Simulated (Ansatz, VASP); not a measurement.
**Sn: VASP beside Ansatz**

```xyz
2
Lattice="-2.9643 2.9643 1.6163 2.9643 -2.9643 1.6163 2.9643 2.9643 -1.6163" Properties=species:S:1:pos:R:3 pbc="T T T"
Sn    0.0000    2.9643    0.8082
Sn    0.0000    0.0000    0.0000
```

Alike in both runs: task relaxation of cell and atoms; functional PBEsol; k mesh 14 × 14 × 14; occupations gaussian, width 0.1 eV; no spin polarisation.

|  | VASP | Ansatz |
| --- | --- | --- |
| version | VASP 6.6.1 | Ansatz 0.2.0 |
| potentials or method | VASP PAW PBE potentials, release 64 (Sn_d), cutoff 600 eV | scalar-relativistic, plane waves, PAW |
| valence electrons in the cell | 28 | 28 |

```csv
,VASP,Ansatz,Ansatz less VASP
"gap on the k mesh at the Fermi level, each at its own relaxed structure (eV)",none,none,-
relaxed volume (Å³/atom),26.86,26.88,+0.013
relaxed length of the cell vector where the two differ most in proportion (Å),4.410,4.410,0.0000
```

VASP's potentials were made for PBE, not for PBEsol. A gap of «none» marks a metal or a gap that the smearing closes.
